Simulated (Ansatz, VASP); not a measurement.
## One calculation of Pt, two programs

INCAR

```
SYSTEM = Pt
ALGO = Normal ; EDIFF = 1E-6
ENCUT = 520 ; GGA = PS
ISIF = 2 ; ISMEAR = 1
LASPH = .TRUE. ; LCHARG = .FALSE.
LREAL = .FALSE. ; LWAVE = .FALSE.
NBANDS = 17 ; NELM = 60
PREC = Accurate ; SIGMA = 0.1
```

KPOINTS

```
k-points
0
G
  7 7 4
  0 0 0
```

POSCAR

```
Pt
1.0
    2.7231922572     -0.0107640430      0.0049133195
   -1.3710825259      2.3320290524      0.0082944352
    0.0080535164      0.0193961148      4.8019451426
Pt
2
Direct
    0.7456733386      0.2943390348      0.7287214658
    0.2373754854      0.7459229245      0.2304346471
```

Input for Ansatz:

```yaml
crystal:
  lattice:
    - [2.7231922572319593, -0.010764043024846327, 0.0049133194654447]
    - [-1.3710825258517498, 2.332029052414461, 0.008294435236414033]
    - [0.008053516410197378, 0.019396114846856792, 4.801945142626643]
  atoms:
    - { symbol: Pt, position: [0.745673338633405, 0.29433903480722934, 0.728721465848246] }
    - { symbol: Pt, position: [0.23737548538393488, 0.7459229245357379, 0.2304346471394014] }
kpoints:
  mp_grid:
    grid: [7, 7, 4]
hamiltonian:
  xc: pbesol
  pseudopotentials:
    kind: paw
scf:
  occupations:
    method: cold
output:
  forces: true
  stress: true
```

Alike in both runs: task single point; functional PBEsol; k mesh 7 × 7 × 4; no spin polarisation.

```csv
,VASP,Ansatz
version,VASP 6.6.1,Ansatz 0.2.0
potentials or method,"VASP PAW PBE potentials, release 64 (Pt)","plane waves, PAW"
plane-wave cutoff (eV),520,420
occupations,"methfessel-paxton of order 1, width 0.1 eV",cold
valence electrons in the cell,20,36
```

```csv
,VASP,Ansatz,Ansatz less VASP
pressure (GPa),0.1,0.6,+0.48
"traceless stress, the component that is largest in VASP (GPa)",0.95,1.09,+0.140
rms of the force components (eV/Å),0.173,0.176,+0.0032
```

VASP's potentials were made for PBE, not for PBEsol. Atom by atom the forces differ by 0.003 eV/Å (rms over components). VASP's potentials hold 20 valence electrons a cell and Ansatz's 36, so a difference there can come from the potentials and not from the codes.

The k mesh is coarse, so the values compare programs but aren't converged. Spin-orbit coupling is off throughout.
